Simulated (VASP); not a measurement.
# LiZn2P2 in VASP: single point with r2SCAN

Aim: the single point of LiZn2P2 with r2SCAN.

Program: VASP 6.6.1. These are calculated values, not measurements. Logs are shortened: lines on timing, memory, paths and dates and some standing lists are left out, and cuts for length are marked.

## 1. The cell of the first run

The typed cell holds 5 atoms: a = 3.860 Å, b = 3.860 Å, c = 6.451 Å, α = 90.00°, β = 90.00°, γ = 60.00°.

## 2. Single point, r2SCAN

Input file POSCAR:

```
LiZn2P2
1.0
    1.9297580000      3.3424370000      0.0000000000
   -1.9297580000      3.3424370000      0.0000000000
    0.0000000000      0.0000000000      6.4507020000
Zn P Li
2 2 1
Direct
    0.3333000000      0.3334000000      0.6340000000
    0.6667000000      0.6666000000      0.3660000000
    0.3333000000      0.3334000000      0.2589000000
    0.6667000000      0.6666000000      0.7411000000
    0.0000000000      0.0000000000      0.0000000000
```

Input file INCAR.step1:

```
PREC = Accurate
ENCUT = 520
ISMEAR = -1
SIGMA = 0.0816
LREAL = False
LASPH = True
NELM = 80
NBANDS = 26
GGA = PE
ALGO = Normal
EDIFF = 1E-4
LWAVE = True
LCHARG = False
```

Input file INCAR.step2:

```
PREC = Accurate
ENCUT = 520
EDIFF = 1E-6
ISMEAR = -1
SIGMA = 0.0816
LREAL = False
LASPH = True
NELM = 80
ALGO = Normal
ISIF = 2
LWAVE = False
LCHARG = True
METAGGA = R2SCAN
LMIXTAU = True
LELF = True
LVHAR = True
NBANDS = 26
ISTART = 1
```

Input file KPOINTS:

```
regular mesh
0
Gamma
  10 10 5
```

Potentials or basis: VASP PAW PBE potentials, release 64 (Zn, P, Li_sv).

Started as:

```console
$ cat potpaw_PBE.64/Zn/POTCAR potpaw_PBE.64/P/POTCAR potpaw_PBE.64/Li_sv/POTCAR > POTCAR
$ cp INCAR.step1 INCAR
$ mpirun -np 1 vasp_std > vasp.out
$ cp INCAR.step2 INCAR
$ mpirun -np 1 vasp_std > vasp.out
```

OUTCAR:

```text
PREC = Accurate
   ENCUT = 520
   EDIFF = 1E-6
   ISMEAR = -1
   LREAL = False
   LASPH = True
   NELM = 80
   ISIF = 2
   METAGGA = R2SCAN
   ISTART = 1

 ion  position               nearest neighbor table
   1  0.333  0.333  0.634-   4 2.33   4 2.33   4 2.33   3 2.42   2 2.82   2 2.82   2 2.82
   2  0.667  0.667  0.366-   3 2.33   3 2.33   3 2.33   4 2.42   1 2.82   1 2.82   1 2.82
   3  0.333  0.333  0.259-   2 2.33   2 2.33   2 2.33   1 2.42
   4  0.667  0.667  0.741-   1 2.33   1 2.33   1 2.33   2 2.42
   5  0.000  0.000  0.000-

  LATTYP: Found a hexagonal cell.
 ALAT       =     3.8595143525
 C/A-ratio  =     1.6713766062

  Lattice vectors:

 A1 = (   1.9297580000,  -3.3424370000,   0.0000000000)
 A2 = (   1.9297580000,   3.3424370000,   0.0000000000)
 A3 = (   0.0000000000,   0.0000000000,   6.4507020000)

Analysis of symmetry for initial positions (statically):
=====================================================================
 Subroutine PRICEL returns:
 Original cell was already a primitive cell.

 Routine SETGRP: Setting up the symmetry group for a
 hexagonal supercell.

 Subroutine GETGRP returns: Found  4 space group operations
 (whereof  4 operations were pure point group operations)
 out of a pool of 24 trial point group operations.

The static configuration has the point symmetry C_2h.

Analysis of symmetry for dynamics (positions and initial velocities):
=====================================================================
 Subroutine PRICEL returns:
 Original cell was already a primitive cell.

 Routine SETGRP: Setting up the symmetry group for a
 hexagonal supercell.

 Subroutine GETGRP returns: Found  4 space group operations
 (whereof  4 operations were pure point group operations)
 out of a pool of 24 trial point group operations.

The dynamic configuration has the point symmetry C_2h.

 Subroutine INISYM returns: Found  4 space group operations
 (whereof  4 operations are pure point group operations),
 and found     1 'primitive' translations

----------------------------------------------------------------------------------------

                                     Primitive cell

  volume of cell :      83.2153

  direct lattice vectors                    reciprocal lattice vectors
[... 91 lines left out ...]
   ENCUT  =  520.0 eV  38.22 Ry    6.18 a.u.   7.18  7.18 11.99*2*pi/ulx,y,z
   NELM   =     80;   NELMIN=  2; NELMDL=  0     # of ELM steps
   EDIFF  = 0.1E-05   stopping-criterion for ELM
   LREAL  =      F    real-space projection
   EDIFFG = 0.1E-04   stopping-criterion for IOM
   NSW    =      0    number of steps for IOM
   IBRION =     -1    ionic relax: 0-MD 1-quasi-New 2-CG
   NFREE  =      0    steps in history (QN), initial steepest desc. (CG)
   ISIF   =      2    stress and relaxation
   ISYM   =      2    0-nonsym 1-usesym 2-fastsym
   POTIM  = 0.5000    time-step for ionic-motion
   TEBEG  =    0.0;   TEEND  =   0.0 temperature during run
   PSTRESS=    0.0 pullay stress
   NELECT =      37.0000    total number of electrons
   NUPDOWN=      -1.0000    fix difference up-down
   EMIN   =  10.00;   EMAX   =-10.00  energy-range for DOS
   EFERMI =   0.00;   METHOD = LEGACY
   ISMEAR =    -1;   SIGMA  =   0.08  broadening in eV -4-tet -1-fermi 0-gaus
   EFERMI_NEDOS =   21; number of points for ismear=-14 and -15
   IALGO  =     38    algorithm
   IMIX   =      4    mixing-type and parameters
     AMIX     =   0.40;   BMIX     =  1.00
     AMIX_MAG =   1.60;   BMIX_MAG =  1.00
  volume/ion in A,a.u.               =      16.64       112.31
  Fermi-wavevector in a.u.,A,eV,Ry     =   1.249514  2.361239 21.242568  1.561285
  Thomas-Fermi vector in A             =   2.383551
   LORBIT       =      0    0 simple, 1 ext, 2 COOP (PROOUT), +10 PAW based schemes
   METAGGA = R2SCAN    functional components
   LHFCALC =     F    Hartree Fock is set to
   AEXX    =    0.0000 exact exchange contribution
   IVDW    =     0    specifies the selected vdW correction
   LEPSILON=     F    determine dielectric tensor
   LRPA    =     F    only Hartree local field effects (RPA)
 non-spin polarized calculation
  energy-cutoff  :      520.00
  volume of cell :       83.22
 maximum number of plane-waves:      2256
 NGX is ok and might be reduce to    30
   NGX = 15   NGY = 15   NGZ = 23

 number of electron      37.0000026 magnetization

 Free energy of the ion-electron system (eV)
  ---------------------------------------------------
  ext. energy  EPLUGINS =         0.00000000
  ---------------------------------------------------
  free energy    TOTEN  =       -39.88758969 eV

  energy without entropy =      -39.84961460  energy(sigma->0) =      -39.86860214

 E-fermi :   3.1897     XC(G=0): -10.6087

 val. band max:        3.1893678186   @ k =   0.3000  -0.0000   0.0000
 cond. band min:       3.1901145558   @ k =  -0.0000   0.3000   0.0000
 fundamental gap:      0.0007467373
 Fermi energy:         3.1897474840

 k-point     1 :       0.0000    0.0000    0.0000
  band No.  band energies     occupation
      1     -44.2269      2.00000
      2      -9.2112      2.00000
      3      -7.7174      2.00000
      4      -4.2849      2.00000
      5      -4.2846      2.00000
      6      -4.1854      2.00000
[... 685 lines left out ...]
     25      10.5510      0.00000
     26      11.0218      0.00000

 [... further k-points ...]

------------------------ aborting loop because EDIFF is reached ----------------------------------------

  FORCE on cell =-STRESS in cart. coord.  units (eV):
  Direction    XX          YY          ZZ          XY          YZ          ZX
  --------------------------------------------------------------------------------------
  -------------------------------------------------------------------------------------
  Total        1.7667854      1.7727442      2.0233282      0.0051623      0.0021971     -0.0038058
  in kB       34.0166328     34.1313612     38.9559564      0.0993914      0.0423014     -0.0732753
  external PRESSURE =      35.7013168 kB  Pullay stress =       0.0000000 kB

 VOLUME and BASIS-vectors are now :
 -----------------------------------------------------------------------------
  energy-cutoff  :      520.00
  volume of cell :       83.22
      direct lattice vectors                 reciprocal lattice vectors
     1.929758000  3.342437000  0.000000000     0.259099846  0.149591451  0.000000000
    -1.929758000  3.342437000  0.000000000    -0.259099846  0.149591451  0.000000000
     0.000000000  0.000000000  6.450702000     0.000000000  0.000000000  0.155021888

 POSITION                                       TOTAL-FORCE (eV/Angst)
 -----------------------------------------------------------------------------------
     -0.00019      2.22840      4.08975         0.002981     -0.001721      0.201962
      0.00019      4.45647      2.36096        -0.002981      0.001721     -0.201962
     -0.00019      2.22840      1.67009         0.002895     -0.001671     -0.692023
      0.00019      4.45647      4.78062        -0.002895      0.001671      0.692023
      0.00000      0.00000      0.00000         0.000000      0.000000     -0.000000
 -----------------------------------------------------------------------------------
    total drift:                               -0.000000      0.000000      0.000000

  FREE ENERGIE OF THE ION-ELECTRON SYSTEM (eV)
  ---------------------------------------------------
  free  energy   TOTEN  =       -39.8875896880 eV

  energy  without entropy=      -39.8496146012  energy(sigma->0) =      -39.86860214
```

OUTCAR.step1:

```text
PREC = Accurate
   ENCUT = 520
   ISMEAR = -1
   LREAL = False
   LASPH = True
   NELM = 80
[... 928 lines left out ...]
     -0.00019      2.22840      1.67009         0.003039     -0.001755     -0.933925
      0.00019      4.45647      4.78062        -0.003039      0.001755      0.933925
      0.00000      0.00000      0.00000         0.000000      0.000000     -0.000000
 -----------------------------------------------------------------------------------
    total drift:                               -0.000000      0.000000      0.000000

  FREE ENERGIE OF THE ION-ELECTRON SYSTEM (eV)
  ---------------------------------------------------
  free  energy   TOTEN  =       -16.1783131910 eV

  energy  without entropy=      -16.1381371183  energy(sigma->0) =      -16.15822515
```

OSZICAR.step1:

```text
N       E                     dE             d eps       ncg     rms          rms(c)
DAV:   1     0.211440913165E+03    0.21144E+03   -0.16397E+04  7332   0.166E+03
DAV:   2     0.870209815134E-01   -0.21135E+03   -0.20475E+03  7526   0.342E+02
DAV:   3    -0.166842068146E+02   -0.16771E+02   -0.16530E+02  8854   0.971E+01
DAV:   4    -0.173253297207E+02   -0.64112E+00   -0.63800E+00 11814   0.155E+01
DAV:   5    -0.173347693710E+02   -0.94397E-02   -0.94305E-02  9358   0.174E+00    0.885E+00
DAV:   6    -0.162142317135E+02    0.11205E+01   -0.44518E+00  9150   0.565E+01    0.750E+00
DAV:   7    -0.161847353795E+02    0.29496E-01   -0.13901E+00  9362   0.128E+01    0.396E+00
DAV:   8    -0.161791945106E+02    0.55409E-02   -0.80666E-02 10758   0.263E+00    0.883E-01
DAV:   9    -0.161781086977E+02    0.10858E-02   -0.10113E-02  9116   0.204E+00    0.127E-01
DAV:  10    -0.161782954278E+02   -0.18673E-03   -0.16790E-03  8946   0.307E-01    0.817E-02
DAV:  11    -0.161783131910E+02   -0.17763E-04   -0.13433E-04  5962   0.891E-02
   1 F= -.16178313E+02 E0= -.16158225E+02  d E =-.401761E-01
```

Wall time 9.3 min (1 thread of AMD EPYC 9R45 (Zen 5), shared host); peak memory 0.37 GiB.

Results:

```
Free energy            : -39.8876 eV
Largest force          : 0.692 eV/Å
Band gap on the k mesh : zero (an odd number of electrons rules out a gap without spin polarisation)
```

Forces on the atoms (eV/Å):
```
Zn   0.003 -0.002  0.202
Zn  -0.003  0.002 -0.202
P    0.003 -0.002 -0.692
P   -0.003  0.002  0.692
Li   0.000  0.000  0.000
```

Caveat: the cutoff is under 1.25 times the usual one of these potentials, so pressure, stress and relaxed cells hold a basis-set (Pulay) error; the PAW data sets were made with another functional, which shifts forces and pressure a little.
